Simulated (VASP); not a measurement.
# AlN (P6_3mc) in VASP: settings compared, part 2 of 3

VASP 6.6.1. The steps go on from the part before.

### Step 3. Single point, r2SCAN

This run uses another cell than the first one, of 10.45 Å³/atom, 0.943 times its volume.

The input, POSCAR:

```
AlN
1.0
    3.1130000000      0.0000000000      0.0000000000
   -1.5565000000      2.6959370820      0.0000000000
    0.0000000000      0.0000000000      4.9810000000
Al N
2 2
Direct
    0.6666666667      0.3333333333      0.5000000000
    0.3333333333      0.6666666667      0.0000000000
    0.6666666667      0.3333333333      0.8800000000
    0.3333333333      0.6666666667      0.3800000000
```

The input, INCAR.step1:

```
ALGO = Normal
EDIFF = 1E-4
ENCUT = 520
GGA = PE
ISMEAR = -1
LASPH = True
LCHARG = False
LREAL = False
LWAVE = True
NBANDS = 16
NELM = 80
PREC = Accurate
SIGMA = 0.05
```

The input, INCAR.step2:

```
ALGO = Normal
EDIFF = 1E-6
ENCUT = 520
ISIF = 2
ISMEAR = -1
ISTART = 1
LASPH = True
LCHARG = False
LMIXTAU = True
LREAL = False
LWAVE = False
METAGGA = R2SCAN
NBANDS = 16
NELM = 80
PREC = Accurate
SIGMA = 0.05
```

The input, KPOINTS:

```
k-points
0
Gamma
  10 10 6
```

Potentials or basis: VASP PAW PBE potentials, release 64 (Al, N).

The run is started by

```
> cat potpaw_PBE.64/Al/POTCAR potpaw_PBE.64/N/POTCAR > POTCAR
> cp INCAR.step1 INCAR
> mpirun -np 1 vasp_std > vasp.out
> cp INCAR.step2 INCAR
> mpirun -np 1 vasp_std > vasp.out
```

OUTCAR:

```text
EDIFF = 1E-6
   ENCUT = 520
   ISIF = 2
   ISMEAR = -1
   ISTART = 1
   LASPH = True
   LREAL = False
   METAGGA = R2SCAN
   NELM = 80
   PREC = Accurate

 ion  position               nearest neighbor table
   1  0.667  0.333  0.500-   3 1.89   4 1.89   4 1.89   4 1.89   2 3.07   2 3.07   2 3.07   2 3.07
                             2 3.07   2 3.07
   2  0.333  0.667  0.000-   4 1.89   3 1.89   3 1.89   3 1.89   1 3.07   1 3.07   1 3.07   1 3.07
                             1 3.07   1 3.07
   3  0.667  0.333  0.880-   1 1.89   2 1.89   2 1.89   2 1.89
   4  0.333  0.667  0.380-   2 1.89   1 1.89   1 1.89   1 1.89

  LATTYP: Found a hexagonal cell.
 ALAT       =     3.1130000000
 C/A-ratio  =     1.6000642467

  Lattice vectors:

 A1 = (   3.1130000000,   0.0000000000,   0.0000000000)
 A2 = (  -1.5565000000,   2.6959370820,   0.0000000000)
 A3 = (   0.0000000000,   0.0000000000,   4.9810000000)

Analysis of symmetry for initial positions (statically):
=====================================================================
 Subroutine PRICEL returns:
 Original cell was already a primitive cell.

 Routine SETGRP: Setting up the symmetry group for a
 hexagonal supercell.

 Subroutine GETGRP returns: Found 12 space group operations
 (whereof  6 operations were pure point group operations)
 out of a pool of 24 trial point group operations.

The static configuration has the point symmetry C_3v.
 The point group associated with its full space group is C_6v.

Analysis of symmetry for dynamics (positions and initial velocities):
=====================================================================
 Subroutine PRICEL returns:
 Original cell was already a primitive cell.

 Routine SETGRP: Setting up the symmetry group for a
 hexagonal supercell.

 Subroutine GETGRP returns: Found 12 space group operations
 (whereof  6 operations were pure point group operations)
 out of a pool of 24 trial point group operations.

[... 126 lines left out ...]
  volume/ion in A,a.u.               =      10.45        70.52
  Fermi-wavevector in a.u.,A,eV,Ry     =   1.188629  2.246183 19.222843  1.412839
  Thomas-Fermi vector in A             =   2.324754
   LORBIT       =      0    0 simple, 1 ext, 2 COOP (PROOUT), +10 PAW based schemes
   METAGGA = R2SCAN    functional components
   LHFCALC =     F    Hartree Fock is set to
   AEXX    =    0.0000 exact exchange contribution
   IVDW    =     0    specifies the selected vdW correction
   LEPSILON=     F    determine dielectric tensor
   LRPA    =     F    only Hartree local field effects (RPA)
 non-spin polarized calculation
  energy-cutoff  :      520.00
  volume of cell :       41.80
 maximum number of plane-waves:      1142
 NGX is ok and might be reduce to    24
   NGX = 11   NGY = 11   NGZ = 19

 number of electron      15.9999997 magnetization

 Free energy of the ion-electron system (eV)
  ---------------------------------------------------
  ext. energy  EPLUGINS =         0.00000000
  ---------------------------------------------------
  free energy    TOTEN  =       -38.45438554 eV

  energy without entropy =      -38.45438554  energy(sigma->0) =      -38.45438554

 E-fermi :   6.7968     XC(G=0): -11.3958

 val. band max:        5.8529494600   @ k =   0.0000   0.0000   0.0000
 cond. band min:      10.7525081885   @ k =   0.0000   0.0000   0.0000
 fundamental gap:      4.8995587285
 Fermi energy:         6.7967901777

 k-point     1 :       0.0000    0.0000    0.0000
  band No.  band energies     occupation
      1     -10.0781      2.00000
      2      -7.9629      2.00000
      3      -0.1785      2.00000
      4       4.9981      2.00000
      5       4.9981      2.00000
      6       5.6619      2.00000
[... 433 lines left out ...]
      3       0.4225      2.00000
      4       1.4432      2.00000
      5       2.7700      2.00000
      6       3.5592      2.00000
[... 8 lines left out ...]
     15      19.4997      0.00000
     16      21.9163      0.00000

 [... further k-points ...]

------------------------ aborting loop because EDIFF is reached ----------------------------------------

  FORCE on cell =-STRESS in cart. coord.  units (eV):
  Direction    XX          YY          ZZ          XY          YZ          ZX
  --------------------------------------------------------------------------------------
  -------------------------------------------------------------------------------------
  Total       -0.5020307     -0.5020307     -0.0272137      0.0000000      0.0000000      0.0000000
  in kB      -19.2413455    -19.2413455     -1.0430221      0.0000000      0.0000000      0.0000000
  external PRESSURE =     -13.1752377 kB  Pullay stress =       0.0000000 kB

 VOLUME and BASIS-vectors are now :
 -----------------------------------------------------------------------------
  energy-cutoff  :      520.00
  volume of cell :       41.80
      direct lattice vectors                 reciprocal lattice vectors
     3.113000000  0.000000000  0.000000000     0.321233537  0.185464269  0.000000000
    -1.556500000  2.695937082  0.000000000     0.000000000  0.370928538  0.000000000
     0.000000000  0.000000000  4.981000000     0.000000000  0.000000000  0.200762899

 POSITION                                       TOTAL-FORCE (eV/Angst)
 -----------------------------------------------------------------------------------
      1.55650      0.89865      2.49050        -0.000000      0.000000     -0.125148
     -0.00000      1.79729      0.00000         0.000000     -0.000000     -0.125148
      1.55650      0.89865      4.38328        -0.000000      0.000000      0.125148
     -0.00000      1.79729      1.89278        -0.000000      0.000000      0.125148
 -----------------------------------------------------------------------------------
    total drift:                               -0.000000     -0.000000     -0.022716

  FREE ENERGIE OF THE ION-ELECTRON SYSTEM (eV)
  ---------------------------------------------------
  free  energy   TOTEN  =       -38.4543855356 eV

  energy  without entropy=      -38.4543855356  energy(sigma->0) =      -38.45438554
```

OUTCAR.step1:

```text
EDIFF = 1E-4
   ENCUT = 520
   GGA = PE
   ISMEAR = -1
   LASPH = True
   LREAL = False
[... 688 lines left out ...]
     -0.00000      1.79729      0.00000        -0.000000      0.000000     -0.128844
      1.55650      0.89865      4.38328         0.000000      0.000000      0.128844
     -0.00000      1.79729      1.89278        -0.000000      0.000000      0.128844
 -----------------------------------------------------------------------------------
    total drift:                               -0.000000     -0.000000      0.000674

  FREE ENERGIE OF THE ION-ELECTRON SYSTEM (eV)
  ---------------------------------------------------
  free  energy   TOTEN  =       -29.7712710576 eV

  energy  without entropy=      -29.7712710575  energy(sigma->0) =      -29.77127106
```

Wall time 2.4 min (1 thread of AMD EPYC 7R13 (Zen 3), shared host); peak memory 0.14 GiB.

Results:

* Free energy: -38.4544 eV
* Pressure: -1.3 GPa
* Largest force: 0.125 eV/Å
* Band gap on the k mesh: 4.90 eV, direct

Forces on the atoms (eV/Å):
```
Al   0.000  0.000 -0.125
Al   0.000  0.000 -0.125
N    0.000  0.000  0.125
N    0.000  0.000  0.125
```

Stress tensor (GPa, compression positive):
```
-1.92  0.00  0.00
 0.00 -1.92  0.00
 0.00  0.00 -0.10
```

Caveat: the PAW data sets were made with another functional, which shifts forces and pressure a little.

### Step 4. Single point, BLYP

This run uses another cell than the first one, of 10.45 Å³/atom, 0.943 times its volume.

The input, INCAR:

```
SYSTEM = AlN
  AGGAC = 1.0
  AGGAX = 1.0
  ALDAC = 0.0
  ALDAX = 1.0
  ALGO = Normal
  EDIFF = 1E-7
  ENCUT = 520
  GGA = B5
  ISIF = 2
  ISMEAR = -1
  LASPH = .TRUE.
  LCHARG = .TRUE.
  LELF = .TRUE.
  LREAL = .FALSE.
  LVHAR = .TRUE.
  LWAVE = .FALSE.
  NBANDS = 16
  NELM = 100
  PREC = Accurate
  SIGMA = 0.05
```

The input, KPOINTS:

```
k-points
0
G
  10 10 6
  0 0 0
```

POSCAR is that of step 3.

The run is started by

```
> cat potpaw_PBE.64/Al/POTCAR potpaw_PBE.64/N/POTCAR > POTCAR
> mpirun -np 1 vasp_std > vasp.out
```

Wall time 18 s (1 thread of Intel Xeon 6975P-C (Granite Rapids), shared host); peak memory 0.17 GiB.

The run converged. Its results:

| Item | Value |
| --- | --- |
| Free energy | -27.8483 eV |
| Pressure | 7.1 GPa |
| Largest force | 0.115 eV/Å |
| Band gap on the k mesh | 4.50 eV, direct |

Forces on the atoms (eV/Å):
```
Al   0.000  0.000 -0.115
Al   0.000  0.000 -0.115
N    0.000  0.000  0.115
N    0.000  0.000  0.115
```

Stress tensor (GPa, compression positive):
```
6.37 0.00 0.00
0.00 6.37 0.00
0.00 0.00 8.51
```

Levels at points of the mesh, in eV from the valence-band top:
```csv
k point,band 6,band 7,band 8,band 9,band 10,band 11
"(0.00, 0.00, 0.00)",-0.18,-0.18,0.00,4.50,6.84,10.84
"(0.50, 0.00, 0.00)",-2.03,-1.70,-0.65,6.09,6.10,8.38
"(0.00, 0.00, 0.50)",-0.51,-0.51,-0.51,6.68,6.68,10.52
"(0.50, 0.00, 0.50)",-1.41,-1.32,-1.32,5.61,5.61,9.47
```

Caveat: the PAW data sets were made with another functional, which shifts forces and pressure a little.

### Step 5. Single point, revPBE

This run uses another cell than the first one, of 10.79 Å³/atom, 0.974 times its volume.

The input, INCAR:

```
PREC = Accurate
ENCUT = 520
EDIFF = 1E-6
ISMEAR = -1
SIGMA = 0.05
LREAL = False
LASPH = True
NELM = 60
ALGO = Normal
ISIF = 2
LWAVE = False
LCHARG = False
GGA = RE
NBANDS = 16
```

The input, KPOINTS:

```
regular mesh
0
Gamma
  10 10 6
```

The input, POSCAR:

```
AlN
1.0
    3.1446774233      0.0000000000      0.0000000000
   -1.5723387116      2.7233705353      0.0000000000
    0.0000000000      0.0000000000      5.0418583309
Al N
2 2
Direct
    0.6666666667      0.3333333333      0.4992424865
    0.3333333333      0.6666666667     -0.0007575135
    0.6666666667      0.3333333333      0.8807575135
    0.3333333333      0.6666666667      0.3807575135
```

Potentials or basis: VASP PAW PBE potentials, release 64 (Al, N).

The run is started by

```
> cat potpaw_PBE.64/Al/POTCAR potpaw_PBE.64/N/POTCAR > POTCAR
> mpirun -np 1 vasp_std > vasp.out
```

OUTCAR:

```text
PREC = Accurate
   ENCUT = 520
   EDIFF = 1E-6
   ISMEAR = -1
   LREAL = False
   LASPH = True
   NELM = 60
   ISIF = 2
   GGA = RE

 ion  position               nearest neighbor table
   1  0.667  0.333  0.499-   4 1.91   4 1.91   4 1.91   3 1.92   2 3.11   2 3.11   2 3.11   2 3.11
                             2 3.11   2 3.11
   2  0.333  0.667  0.999-   3 1.91   3 1.91   3 1.91   4 1.92   1 3.11   1 3.11   1 3.11   1 3.11
                             1 3.11   1 3.11
   3  0.667  0.333  0.881-   2 1.91   2 1.91   2 1.91   1 1.92
   4  0.333  0.667  0.381-   1 1.91   1 1.91   1 1.91   2 1.92

  LATTYP: Found a hexagonal cell.
 ALAT       =     3.1446774233
 C/A-ratio  =     1.6032990518

  Lattice vectors:

 A1 = (   3.1446774233,   0.0000000000,   0.0000000000)
 A2 = (  -1.5723387116,   2.7233705353,   0.0000000000)
 A3 = (   0.0000000000,   0.0000000000,   5.0418583309)

Analysis of symmetry for initial positions (statically):
=====================================================================
 Subroutine PRICEL returns:
 Original cell was already a primitive cell.

 Routine SETGRP: Setting up the symmetry group for a
 hexagonal supercell.

 Subroutine GETGRP returns: Found 12 space group operations
 (whereof  6 operations were pure point group operations)
 out of a pool of 24 trial point group operations.

The static configuration has the point symmetry C_3v.
 The point group associated with its full space group is C_6v.

Analysis of symmetry for dynamics (positions and initial velocities):
=====================================================================
 Subroutine PRICEL returns:
 Original cell was already a primitive cell.

 Routine SETGRP: Setting up the symmetry group for a
[... 127 lines left out ...]
   EFERMI_NEDOS =   21; number of points for ismear=-14 and -15
   IALGO  =     38    algorithm
   IMIX   =      4    mixing-type and parameters
     AMIX     =   0.40;   BMIX     =  1.00
     AMIX_MAG =   1.60;   BMIX_MAG =  1.00
  volume/ion in A,a.u.               =      10.79        72.85
  Fermi-wavevector in a.u.,A,eV,Ry     =   1.175864  2.222060 18.812171  1.382656
  Thomas-Fermi vector in A             =   2.312237
   LORBIT       =      0    0 simple, 1 ext, 2 COOP (PROOUT), +10 PAW based schemes
   GGA     = RE    functional components
   LHFCALC =     F    Hartree Fock is set to
   AEXX    =    0.0000 exact exchange contribution
   IVDW    =     0    specifies the selected vdW correction
   LEPSILON=     F    determine dielectric tensor
   LRPA    =     F    only Hartree local field effects (RPA)
 non-spin polarized calculation
  energy-cutoff  :      520.00
  volume of cell :       43.18
 maximum number of plane-waves:      1182
 NGX is ok and might be reduce to    24
   NGX = 11   NGY = 11   NGZ = 19

 number of electron      15.9999999 magnetization

 Free energy of the ion-electron system (eV)
  ---------------------------------------------------
  ext. energy  EPLUGINS =         0.00000000
  ---------------------------------------------------
  free energy    TOTEN  =       -28.57850652 eV

  energy without entropy =      -28.57850652  energy(sigma->0) =      -28.57850652

 E-fermi :   6.8640     XC(G=0): -10.6718

 val. band max:        5.9196564187   @ k =   0.0000   0.0000   0.0000
 cond. band min:       9.8772673042   @ k =   0.0000   0.0000   0.0000
 fundamental gap:      3.9576108856
 Fermi energy:         6.8640424835

 k-point     1 :       0.0000    0.0000    0.0000
  band No.  band energies     occupation
      1      -9.0972      2.00000
      2      -7.0773      2.00000
      3       0.0984      2.00000
      4       5.0837      2.00000
      5       5.0837      2.00000
      6       5.7199      2.00000
[... 433 lines left out ...]
      3       0.6618      2.00000
      4       1.6270      2.00000
      5       2.9438      2.00000
      6       3.6942      2.00000
[... 8 lines left out ...]
     15      18.3310      0.00000
     16      20.5386      0.00000

 [... further k-points ...]

------------------------ aborting loop because EDIFF is reached ----------------------------------------

  FORCE on cell =-STRESS in cart. coord.  units (eV):
  Direction    XX          YY          ZZ          XY          YZ          ZX
  --------------------------------------------------------------------------------------
  -------------------------------------------------------------------------------------
  Total       -0.1526329     -0.1526329     -0.1334041     -0.0000000      0.0000000      0.0000000
  in kB       -5.6635037     -5.6635037     -4.9500125     -0.0000000      0.0000000      0.0000000
  external PRESSURE =      -5.4256733 kB  Pullay stress =       0.0000000 kB

 VOLUME and BASIS-vectors are now :
 -----------------------------------------------------------------------------
  energy-cutoff  :      520.00
  volume of cell :       43.18
      direct lattice vectors                 reciprocal lattice vectors
     3.144677423  0.000000000  0.000000000     0.317997640  0.183596023  0.000000000
    -1.572338712  2.723370535  0.000000000     0.000000000  0.367192046  0.000000000
     0.000000000  0.000000000  5.041858331     0.000000000  0.000000000  0.198339567

 POSITION                                       TOTAL-FORCE (eV/Angst)
 -----------------------------------------------------------------------------------
      1.57234      0.90779      2.51711        -0.000000     -0.000000      0.000617
     -0.00000      1.81558      5.03804        -0.000000      0.000000      0.000617
      1.57234      0.90779      4.44065         0.000000     -0.000000     -0.000617
     -0.00000      1.81558      1.91973         0.000000      0.000000     -0.000617
 -----------------------------------------------------------------------------------
    total drift:                               -0.000000      0.000000      0.000164

  FREE ENERGIE OF THE ION-ELECTRON SYSTEM (eV)
  ---------------------------------------------------
  free  energy   TOTEN  =       -28.5785065151 eV

  energy  without entropy=      -28.5785065150  energy(sigma->0) =      -28.57850652
```

OSZICAR:

```text
N       E                     dE             d eps       ncg     rms          rms(c)
DAV:   1     0.424651825947E+02    0.42465E+02   -0.73159E+03  1792   0.896E+02
DAV:   2    -0.295158386037E+02   -0.71981E+02   -0.65696E+02  2528   0.184E+02
DAV:   3    -0.330819420396E+02   -0.35661E+01   -0.35553E+01  2224   0.428E+01
DAV:   4    -0.331045734489E+02   -0.22631E-01   -0.22630E-01  2256   0.384E+00
DAV:   5    -0.331048745908E+02   -0.30114E-03   -0.30114E-03  2264   0.446E-01    0.121E+01
DAV:   6    -0.285317542879E+02    0.45731E+01   -0.10438E+01  2160   0.232E+01    0.435E+00
DAV:   7    -0.285740405614E+02   -0.42286E-01   -0.64809E-01  1944   0.566E+00    0.302E+00
DAV:   8    -0.285827736207E+02   -0.87331E-02   -0.57775E-02  1944   0.233E+00    0.627E-01
DAV:   9    -0.285776695705E+02    0.51041E-02   -0.12041E-02  2400   0.819E-01    0.261E-01
DAV:  10    -0.285786220229E+02   -0.95245E-03   -0.32907E-03  1904   0.357E-01    0.155E-01
DAV:  11    -0.285784991932E+02    0.12283E-03   -0.29965E-04  2056   0.134E-01    0.344E-02
DAV:  12    -0.285785066654E+02   -0.74722E-05   -0.20680E-05  2024   0.361E-02    0.923E-03
DAV:  13    -0.285785065151E+02    0.15028E-06   -0.66718E-06  2064   0.197E-02
   1 F= -.28578507E+02 E0= -.28578507E+02  d E =-.770396E-10
```

Run time: 10 s. Hardware: 1 thread of Intel Xeon 6975P-C (Granite Rapids), shared host; peak memory 0.16 GiB.

Results:

```yaml
Free_energy: -28.5785 eV
Pressure: -0.5 GPa
Band_gap_on_the_k_mesh: 3.96 eV, direct
```

Levels at points of the mesh, in eV from the valence-band top:
| k point | band 4 | band 5 | band 6 | band 7 | band 8 | band 9 | band 10 | band 11 | band 12 | band 13 |
| --- | --- | --- | --- | --- | --- | --- | --- | --- | --- | --- |
| (0.00, 0.00, 0.00) | -0.84 | -0.84 | -0.20 | -0.20 | 0.00 | 3.96 | 6.46 | 10.41 | 11.00 | 11.00 |
| (0.50, 0.00, 0.00) | -4.07 | -3.25 | -2.03 | -1.71 | -0.67 | 5.77 | 5.78 | 7.97 | 10.10 | 10.78 |
| (0.00, 0.00, 0.50) | -3.27 | -0.53 | -0.53 | -0.53 | -0.53 | 6.24 | 6.24 | 10.13 | 10.13 | 11.31 |
| (0.50, 0.00, 0.50) | -5.44 | -1.42 | -1.42 | -1.33 | -1.33 | 5.25 | 5.25 | 9.13 | 9.13 | 11.52 |

Caveat: the PAW data sets were made with another functional, which shifts forces and pressure a little.

(Continued in part 3 of 3.)
